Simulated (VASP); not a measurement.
Sc:

```
CELL_PARAMETERS angstrom
3.28000 0.00000 0.00000
-1.64000 2.84056 0.00000
0.00000 0.00000 5.35624
ATOMIC_POSITIONS crystal
Sc 0.33333 0.66667 0.25000
Sc 0.66667 0.33333 0.75000
```

| Property | Result |
| --- | --- |
| Program | VASP 6.6.1 |
| Task | relaxation of cell and atoms |
| Functional | PBEsol |
| Potentials or basis | VASP PAW PBE potentials, release 64 (Sc_sv) |
| Cutoff | 600 eV |
| k mesh | 6 × 6 × 4 |
| Occupations | fermi-dirac, width 0.05 eV |
| Spin | no spin polarisation |

At the start: pressure -2.7 GPa; volume 24.95 Å³/atom.

Task: Where does the relaxation end?

Result: Over 8 steps the energy falls by 23.9 meV/atom and the volume is 23.63 Å³/atom (-5.3 %); space group P6_3/mmc (No. 194, to 0.1 Å) before and after.

The path:
```
step  energy change (eV)  largest force (eV/Å)  pressure (GPa)  volume (Å³)
   1              0.0000                0.0000           -2.69        49.90
   2             -0.0380                0.0000            0.53        46.93
   3             -0.0382                0.0000            0.77        46.72
   4             -0.0471                0.0000            0.45        46.91
   5             -0.0474                0.0000            0.40        46.95
   6             -0.0474                0.0000            0.39        46.95
   7             -0.0478                0.0000           -0.12        47.35
   8             -0.0478                0.0000           -0.01        47.26
```

Final structure:
```
Sc
1.0
     3.28399    0.00000    0.00000
    -1.64199    2.84402    0.00000
     0.00000    0.00000    5.06035
Sc
2
Direct
  0.33333 0.66667 0.25000
  0.66667 0.33333 0.75000
```

Caveat: the k points lie up to 0.37 Å⁻¹ apart in the final cell, too coarse for converged energies and pressures of a metal; the PAW data sets were made with another functional, which shifts forces and pressure a little.
